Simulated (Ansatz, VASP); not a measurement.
**ZnSeS: VASP beside Ansatz**

```
Zn Se S
1.0
     4.21673    0.00000    0.00000
    -2.10837    3.65180    0.00000
     0.00000    0.00000    3.96479
Zn Se S
1 1 1
Direct
  0.66667 0.33333 0.50000
  0.33333 0.66667 0.50000
  0.00000 0.00000 0.00000
```

Change from the starting cell: species swapped into the HoZnSi type (P-6m2, No. 187).

Alike in both runs: functional PBE; k mesh 12 × 12 × 12; occupations gaussian, width 0.1 eV; no spin polarisation.

Ansatz relaxed the structure, and its values are those at the end. VASP's run is a single point on that final structure, the one shown.

|  | VASP | Ansatz |
| --- | --- | --- |
| version | VASP 6.6.1 | Ansatz 0.2.0 |
| potentials or method | VASP PAW PBE potentials, release 64 (Zn, Se, S), cutoff 520 eV | scalar-relativistic, plane waves, PAW |
| valence electrons in the cell | 24 | 34 |

|  | VASP | Ansatz | Ansatz less VASP |
| --- | --- | --- | --- |
| gap on the k mesh at the Fermi level (eV) | none | none | - |
| pressure (GPa) | 0.2 | 0.0 | -0.15 |

A gap of «none» marks a metal or a gap that the smearing closes. With one functional, cell and mesh, what is left measures potentials, basis and numerics. VASP's potentials hold 24 valence electrons a cell and Ansatz's 34, so a difference there can come from the potentials and not from the codes.
